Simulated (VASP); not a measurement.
Runs of VASP 6.6.1 on Cs. The structure is that of space group Fm-3m (No. 225), or close to it. The cells are those of the table. 

| cell | gap on the mesh (eV) | pressure (GPa) |
| --- | --- | --- |
| a = 4.611 Å, angles 121.5, 121.5, 87.5°, 1 atom | none | 2.0 |
| a = 5.363 Å, angles 120.2, 120.2, 89.7°, 1 atom | none | (b) |
| a = 3.381 Å, angles 121.4, 121.4, 87.6°, 1 atom | none | 21.2 |
| a = 3.558 Å, angles 120.1, 120.1, 89.8°, 1 atom | none | 10.5 |
| a = 3.985 Å, angles 120.1, 120.1, 89.8°, 1 atom | none | (a) |

Alike in all rows: task single point; level PBEsol; potentials or basis VASP PAW PBE potentials, release 64 (Cs_sv); no spin polarisation; k mesh 7 × 7 × 7; cutoff (eV) 520; smearing fermi-dirac 0.05 eV.

Q: Estimate the missing entries.

A: (a) 5.1; (b) 0.0.

Caveats: some runs use coarse meshes; the PAW data sets were made with another functional, which shifts forces and pressure a little; spin-orbit coupling is left out, which moves the levels of the heavy elements.

A k mesh can miss the band edges, and the runs leave out spin-orbit coupling on Cs.

A gap of «none» marks levels without a gap at the run's occupations.
